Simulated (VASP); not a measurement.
## Zn: density of states with PBE

Crystal: Zn.

```xyz
2
Lattice="-2.2297 2.2297 1.1332 2.2297 -2.2297 1.1332 2.2297 2.2297 -1.1332" Properties=species:S:1:pos:R:3 pbc="T T T"
Zn    0.0000   -1.1149   -0.2833
Zn    0.0000    1.1149    0.2833
```

This cell differs from its parent crystal: volume scaled by 0.65.

```yaml
Program: VASP 6.6.1
Task: density of states
Functional: PBE
Potentials_or_basis: VASP PAW PBE potentials, release 64 (Zn)
Cutoff: 520 eV
k_mesh: 16 × 16 × 16
Occupations: fermi-dirac, width 0.1 eV
Spin: no spin polarisation
Dipole_correction: no
k_mesh_for_the_DOS: 24 × 24 × 24
Occupations_for_the_DOS: tetrahedron
Further_INCAR_settings: ALGO = Normal; EDIFF = 1e-06; NBANDS = 19
```

The valence electrons inside the program's atomic spheres are Zn 11.21.

Levels at points of the mesh, in eV from the Fermi level:
| k point | band 10 | band 11 | band 12 | band 13 | band 14 | band 15 |
| --- | --- | --- | --- | --- | --- | --- |
| (0.00, 0.00, 0.00) | -7.78 | -7.37 | 1.05 | 1.05 | 6.09 | 6.99 |
| (0.50, 0.00, 0.00) | -7.58 | -3.68 | -1.10 | 2.96 | 3.91 | 6.88 |
| (0.50, 0.50, 0.00) | -7.92 | -7.56 | -7.56 | 6.37 | 6.37 | 9.10 |
| (0.50, 0.50, 0.50) | -8.03 | -5.45 | -5.45 | -2.62 | -2.62 | 17.75 |

Run time: 12 min on 1 thread of AMD EPYC 9R45 (shared host), peak memory 0.53 GiB.
